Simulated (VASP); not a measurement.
# CuO (I-4m2) in VASP: single point with PBE

Aim: the single point of CuO with PBE.

All numbers are computed with VASP 6.6.1; they aren't measurements. Logs are shortened: lines on timing, memory, paths and dates and some standing lists are left out, and cuts for length are marked.

**1. The cell of the first run**

Symmetry: I-4m2, No. 119, tetragonal system. Conventional cell: a = 3.291 Å, b = 3.291 Å, c = 4.468 Å, α = 90.00°, β = 90.00°, γ = 90.00°. Cu (site symmetry -4m2) has 4 O at 1.99 Å within 2.6 Å. O (site symmetry -4m2) has 4 Cu at 1.99 Å within 2.6 Å.

**2. Single point, PBE**

Contents of INCAR:

```
SYSTEM = CuO
PREC = Accurate ; ENCUT = 520
EDIFF = 1E-6 ; ISMEAR = -1
SIGMA = 0.05 ; LREAL = .FALSE.
LASPH = .TRUE. ; NELM = 80
ALGO = Normal ; ISIF = 2
LWAVE = .FALSE. ; LCHARG = .FALSE.
GGA = PE ; NBANDS = 16
```

Contents of KPOINTS:

```
regular mesh
0
G
  8 8 8
  0 0 0
```

Contents of POSCAR:

```
CuO
1.0
    0.0000000000      2.3272527300      2.2341626208
    2.3272527300      0.0000000000      2.2341626208
    2.3272527300      2.3272527300      0.0000000000
Cu O
1 1
Direct
    0.0000000000      0.0000000000      0.0000000000
    0.2500000000      0.2500000000      0.2500000000
```

Potentials or basis: VASP PAW PBE potentials, release 64 (Cu, O).

The run is started by

```bash
$ cat potpaw_PBE.64/Cu/POTCAR potpaw_PBE.64/O/POTCAR > POTCAR
$ mpirun -np 1 vasp_std > vasp.out
```

OUTCAR:

```text
SYSTEM = CuO
   PREC = Accurate
   ENCUT = 520
   EDIFF = 1E-6
   ISMEAR = -1
   LREAL = .FALSE.
   LASPH = .TRUE.
   NELM = 80
   ISIF = 2
   GGA = PE

 ion  position               nearest neighbor table
   1  0.000  0.000  0.000-   2 1.99   2 1.99   2 1.99   2 1.99
   2  0.250  0.250  0.250-   1 1.99   1 1.99   1 1.99   1 1.99

  LATTYP: Found a body centered tetragonal cell.
 ALAT       =     3.2912323738
 C/A-ratio  =     1.3576450199

  Lattice vectors:

 A1 = (   0.0000000000,  -2.3272527300,  -2.2341626208)
 A2 = (   0.0000000000,   2.3272527300,  -2.2341626208)
 A3 = (   2.3272527300,   0.0000000000,   2.2341626208)

Analysis of symmetry for initial positions (statically):
=====================================================================
 Subroutine PRICEL returns:
 Original cell was already a primitive cell.

 Routine SETGRP: Setting up the symmetry group for a
 body centered tetragonal supercell.

 Subroutine GETGRP returns: Found  8 space group operations
 (whereof  8 operations were pure point group operations)
 out of a pool of 16 trial point group operations.

The static configuration has the point symmetry D_2d.

Analysis of symmetry for dynamics (positions and initial velocities):
=====================================================================
 Subroutine PRICEL returns:
 Original cell was already a primitive cell.

 Routine SETGRP: Setting up the symmetry group for a
 body centered tetragonal supercell.

 Subroutine GETGRP returns: Found  8 space group operations
 (whereof  8 operations were pure point group operations)
 out of a pool of 16 trial point group operations.

The dynamic configuration has the point symmetry D_2d.

 Subroutine INISYM returns: Found  8 space group operations
 (whereof  8 operations are pure point group operations),
 and found     1 'primitive' translations

----------------------------------------------------------------------------------------

                                     Primitive cell

  volume of cell :      24.2009

  direct lattice vectors                    reciprocal lattice vectors
     0.000000000  2.327252730  2.234162621    -0.214845596  0.214845596  0.223797496
     2.327252730  0.000000000  2.234162621     0.214845596 -0.214845596  0.223797496
     2.327252730  2.327252730  0.000000000     0.214845596  0.214845596 -0.223797496

  length of vectors
     3.226079337  3.226079337  3.291232374     0.377362663  0.377362663  0.377362663

  position of ions in fractional coordinates (direct lattice)
     0.000000000  0.000000000  0.000000000
     0.250000000  0.250000000  0.250000000

  ion indices of the primitive-cell ions
   primitive index   ion index
                 1           1
                 2           2

----------------------------------------------------------------------------------------

 KPOINTS: regular mesh

Automatic generation of k-mesh.
 Grid dimensions read from file:
 generate k-points for:    8    8    8

 Generating k-lattice:

  Cartesian coordinates                     Fractional coordinates (reciprocal lattice)
    -0.026855700  0.026855700  0.027974687     0.125000000 -0.000000000  0.000000000
     0.026855700 -0.026855700  0.027974687    -0.000000000  0.125000000  0.000000000
     0.026855700  0.026855700 -0.027974687     0.000000000  0.000000000  0.125000000

  Length of vectors
     0.047170333  0.047170333  0.047170333

  Shift w.r.t. Gamma in fractional coordinates (k-lattice)
     0.000000000  0.000000000  0.000000000

 Subroutine IBZKPT returns following result:
 ===========================================

 Found     59 irreducible k-points:

 Following reciprocal coordinates:
            Coordinates               Weight
  0.000000  0.000000  0.000000      1.000000
  0.125000 -0.000000  0.000000      8.000000
  0.250000 -0.000000  0.000000      8.000000
  0.375000 -0.000000  0.000000      8.000000
  0.500000 -0.000000  0.000000      4.000000
  0.125000  0.125000  0.000000      2.000000
[... 16 lines left out ...]
  0.250000 -0.000000  0.125000     16.000000
  0.375000  0.000000  0.125000     16.000000
 [... further k-points ...]
   k-points           NKPTS =     59   k-points in BZ     NKDIM =     59   number of bands    NBANDS=     16
   number of dos      NEDOS =    301   number of ions     NIONS =      2
   total plane-waves  NPLWV =  13824
   dimension x,y,z NGX =    24 NGY =   24 NGZ =   24
   dimension x,y,z NGXF=    48 NGYF=   48 NGZF=   48
   ions per type =               1   1
   NGX,Y,Z   is equivalent  to a cutoff of  12.37, 12.37, 12.12 a.u.
   NGXF,Y,Z  is equivalent  to a cutoff of  24.74, 24.74, 24.25 a.u.
 SYSTEM =  CuO
   PREC   = accura    normal or accurate (medium, high low for compatibility)
   ISTART =      0    job   : 0-new  1-cont  2-samecut
   ICHARG =      2    charge: 1-file 2-atom 10-const
   ISPIN  =      1    spin polarized calculation?
   LNONCOLLINEAR =      F non collinear calculations
   LSORBIT =      F    spin-orbit coupling
   LASPH  =      T    aspherical Exc in radial PAW
   ENCUT  =  520.0 eV  38.22 Ry    6.18 a.u.   6.00  6.00  6.12*2*pi/ulx,y,z
   NELM   =     80;   NELMIN=  2; NELMDL= -5     # of ELM steps
   EDIFF  = 0.1E-05   stopping-criterion for ELM
   LREAL  =      F    real-space projection
   EDIFFG = 0.1E-04   stopping-criterion for IOM
   NSW    =      0    number of steps for IOM
   IBRION =     -1    ionic relax: 0-MD 1-quasi-New 2-CG
   NFREE  =      0    steps in history (QN), initial steepest desc. (CG)
   ISIF   =      2    stress and relaxation
   ISYM   =      2    0-nonsym 1-usesym 2-fastsym
   POTIM  = 0.5000    time-step for ionic-motion
   TEBEG  =    0.0;   TEEND  =   0.0 temperature during run
   PSTRESS=    0.0 pullay stress
   NELECT =      17.0000    total number of electrons
   NUPDOWN=      -1.0000    fix difference up-down
   EMIN   =  10.00;   EMAX   =-10.00  energy-range for DOS
   EFERMI =   0.00;   METHOD = LEGACY
   ISMEAR =    -1;   SIGMA  =   0.05  broadening in eV -4-tet -1-fermi 0-gaus
   EFERMI_NEDOS =   21; number of points for ismear=-14 and -15
   IALGO  =     38    algorithm
   IMIX   =      4    mixing-type and parameters
     AMIX     =   0.40;   BMIX     =  1.00
     AMIX_MAG =   1.60;   BMIX_MAG =  1.00
  volume/ion in A,a.u.               =      12.10        81.66
  Fermi-wavevector in a.u.,A,eV,Ry     =   1.455282  2.750084 28.815043  2.117846
  Thomas-Fermi vector in A             =   2.572335
   LORBIT       =      0    0 simple, 1 ext, 2 COOP (PROOUT), +10 PAW based schemes
   GGA     = PE    functional components
   LHFCALC =     F    Hartree Fock is set to
   AEXX    =    0.0000 exact exchange contribution
   IVDW    =     0    specifies the selected vdW correction
   LEPSILON=     F    determine dielectric tensor
   LRPA    =     F    only Hartree local field effects (RPA)
 non-spin polarized calculation
  energy-cutoff  :      520.00
  volume of cell :       24.20
 maximum number of plane-waves:       666
   NGX = 11   NGY = 11   NGZ = 13

 number of electron      17.0000014 magnetization

 Free energy of the ion-electron system (eV)
  ---------------------------------------------------
  ext. energy  EPLUGINS =         0.00000000
  ---------------------------------------------------
  free energy    TOTEN  =        -9.55364920 eV

  energy without entropy =       -9.53412354  energy(sigma->0) =       -9.54388637

 E-fermi :   3.5095     XC(G=0): -10.7943

 val. band max:        3.5077547379   @ k =   0.2500   0.0000   0.2500
 cond. band min:       3.5143520905   @ k =   0.5000  -0.0000   0.0000
 fundamental gap:      0.0065973526
 Fermi energy:         3.5095499878

 k-point     1 :       0.0000    0.0000    0.0000
  band No.  band energies     occupation
      1     -15.0453      2.00000
      2      -1.1061      2.00000
      3      -1.1061      2.00000
      4      -1.0535      2.00000
      5       1.5327      2.00000
      6       1.6209      2.00000
[... 8 lines left out ...]
     15      23.8666      0.00000
     16      24.1421      0.00000

 k-point     2 :       0.1250   -0.0000    0.0000
  band No.  band energies     occupation
      1     -14.9625      2.00000
      2      -1.3183      2.00000
      3      -1.0686      2.00000
      4      -1.0188      2.00000
      5       1.5247      2.00000
      6       1.6044      2.00000
[... 8 lines left out ...]
     15      22.8974      0.00000
     16      23.8033      0.00000

 k-point     3 :       0.2500   -0.0000    0.0000
  band No.  band energies     occupation
      1     -14.7569      2.00000
      2      -1.7411      2.00000
      3      -0.9863      2.00000
      4      -0.9042      2.00000
      5       1.5403      2.00000
      6       1.5923      2.00000
[... 8 lines left out ...]
     15      22.7221      0.00000
     16      23.2267      0.00000

 k-point     4 :       0.3750   -0.0000    0.0000
  band No.  band energies     occupation
      1     -14.5430      2.00000
      2      -2.0364      2.00000
      3      -0.9194      2.00000
      4      -0.8004      2.00000
      5       1.6235      2.00000
      6       1.6354      2.00000
[... 8 lines left out ...]
     15      23.7256      0.00000
     16      24.0285      0.00000
[... 324 lines left out ...]
 k-point    22 :       0.1250    0.0000    0.1250
  band No.  band energies     occupation
      1     -14.9380      2.00000
      2      -1.3985      2.00000
      3      -1.0468      2.00000
      4      -0.9717      2.00000
      5       1.4766      2.00000
      6       1.6329      2.00000
[... 8 lines left out ...]
     15      25.1410      0.00000
     16      25.9049      0.00000

 k-point    23 :       0.2500   -0.0000    0.1250
  band No.  band energies     occupation
      1     -14.7758      2.00000
      2      -1.7038      2.00000
      3      -0.9764      2.00000
      4      -0.8764      2.00000
      5       1.4365      2.00000
      6       1.6502      2.00000
[... 8 lines left out ...]
     15      24.3621      0.00000
     16      25.5325      0.00000

 k-point    24 :       0.3750    0.0000    0.1250
  band No.  band energies     occupation
      1     -14.5647      2.00000
      2      -1.9357      2.00000
      3      -0.9423      2.00000
      4      -0.7749      2.00000
      5       1.4942      2.00000
      6       1.6823      2.00000
[... 8 lines left out ...]
     15      23.8754      0.00000
     16      25.4366      0.00000

 [... further k-points ...]
[... 5 lines left out ...]
  --------------------------------------------------------------------------------------
  -------------------------------------------------------------------------------------
  Total       -0.8235103     -0.8235103     -0.6813110      0.0000000      0.0000000     -0.0000000
  in kB      -54.5189799    -54.5189799    -45.1049426      0.0000000      0.0000000     -0.0000000
  external PRESSURE =     -51.3809675 kB  Pullay stress =       0.0000000 kB

 VOLUME and BASIS-vectors are now :
 -----------------------------------------------------------------------------
  energy-cutoff  :      520.00
  volume of cell :       24.20
      direct lattice vectors                 reciprocal lattice vectors
     0.000000000  2.327252730  2.234162621    -0.214845596  0.214845596  0.223797496
     2.327252730  0.000000000  2.234162621     0.214845596 -0.214845596  0.223797496
     2.327252730  2.327252730  0.000000000     0.214845596  0.214845596 -0.223797496

 POSITION                                       TOTAL-FORCE (eV/Angst)
 -----------------------------------------------------------------------------------
      0.00000      0.00000      0.00000        -0.000000     -0.000000      0.000000
      1.16363      1.16363      1.11708         0.000000      0.000000     -0.000000
 -----------------------------------------------------------------------------------
    total drift:                                0.000001      0.000001      0.000001

  FREE ENERGIE OF THE ION-ELECTRON SYSTEM (eV)
  ---------------------------------------------------
  free  energy   TOTEN  =        -9.5536491960 eV

  energy  without entropy=       -9.5341235373  energy(sigma->0) =       -9.54388637
```

Run time: 31 s. Hardware: 1 thread of Intel Xeon 6975P-C, shared host; peak memory 0.15 GiB.

Results:

```yaml
Free_energy: -9.5536 eV
Pressure: -5.1 GPa
```

Caveat: an odd number of electrons without spin polarisation forces a metal; a magnetic or distorted state may lie lower; semilocal functionals often make such compounds metallic where correlation or magnetic order opens a gap, which also shifts bond lengths. With open d or f shells a metallic result of PBE can be an artefact of self-interaction; +U or a hybrid may open a gap.
